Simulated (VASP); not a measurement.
Runs of VASP 6.6.1 on BAs. The structure is that of space group F-43m (No. 216), or close to it. The cells are those of the table. 

```tsv
task	cell	cutoff (eV)	gap on the mesh (eV)	pressure (GPa)
single point	a = 3.331 Å, angles 60.0°, 2 atoms	520	1.13	10.1
single point	a = 3.259 Å, angles 60.0°, 2 atoms	520	1.06	23.0
single point	a = 3.366 Å, angles 60.0°, 2 atoms	520	(a)	5.0
relaxation of cell and atoms	relaxed from a = 3.378 Å, angles 60.0°, 2 atoms	600	1.20	0.0
single point	a = 3.378 Å, angles 60.0°, 2 atoms	520	1.18	(b)
single point	a = 3.467 Å, angles 60.0°, 2 atoms	520	(d)	-6.3
single point	a = 3.400 Å, angles 60.0°, 2 atoms	520	1.20	0.6
single point	a = 3.434 Å, angles 60.0°, 2 atoms	520	(c)	-3.1
```

Alike in all rows: level PBE; potentials or basis VASP PAW PBE potentials, release 64 (B, As); no spin polarisation; k mesh 10 × 10 × 10; smearing gaussian 0.02 eV.

**Question.** Estimate the missing entries.

**Answer.** (a) 1.16; (b) 3.4; (c) 1.23; (d) 1.25.

A k mesh can miss the band edges, and the runs leave out spin-orbit coupling on As.
